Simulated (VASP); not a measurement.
The system is SiC.

```
Si C
1.0
     3.07569    0.00000    0.00000
    -1.53785    2.66363    0.00000
     0.00000    0.00000   10.07065
Si C
4 4
Direct
  0.00000 0.00000 0.18789
  0.00000 0.00000 0.68789
  0.33333 0.66667 0.43784
  0.66667 0.33333 0.93784
  0.00000 0.00000 0.00046
  0.00000 0.00000 0.50046
  0.33333 0.66667 0.24980
  0.66667 0.33333 0.74980
```

Base run:

- Program: VASP 6.6.1
- Functional: b88 exchange, pbe correlation
- Potentials or basis: VASP PAW PBE potentials, release 64 (Si, C)
- Cutoff: 600 eV
- k mesh: 10 × 10 × 3
- Occupations: fermi-dirac, width 0.05 eV
- Spin: no spin polarisation

Its results: band gap on the k mesh 2.23 eV (least direct gap 3.35 eV); pressure 3.9 GPa; largest force 0.005 eV/Å.

The run is repeated on the same cell with these changes: functional from b88 exchange, pbe correlation to LDA; potentials or basis from VASP PAW PBE potentials, release 64 (Si, C) to VASP PAW LDA potentials, release 64 (Si, C); cutoff from 600 eV to 520 eV. What comes out?

Band gap on the k mesh 2.17 eV (least direct gap 3.29 eV); pressure -3.4 GPa; largest force 0.005 eV/Å.

Caveats: an odd mesh through Γ misses points on the zone boundary, where band edges can lie; the cell stands under pressure (at least some runs); the PAW data sets were made with another functional, which shifts forces and pressure a little (at least some runs); the cell stands under tension (at least some runs).
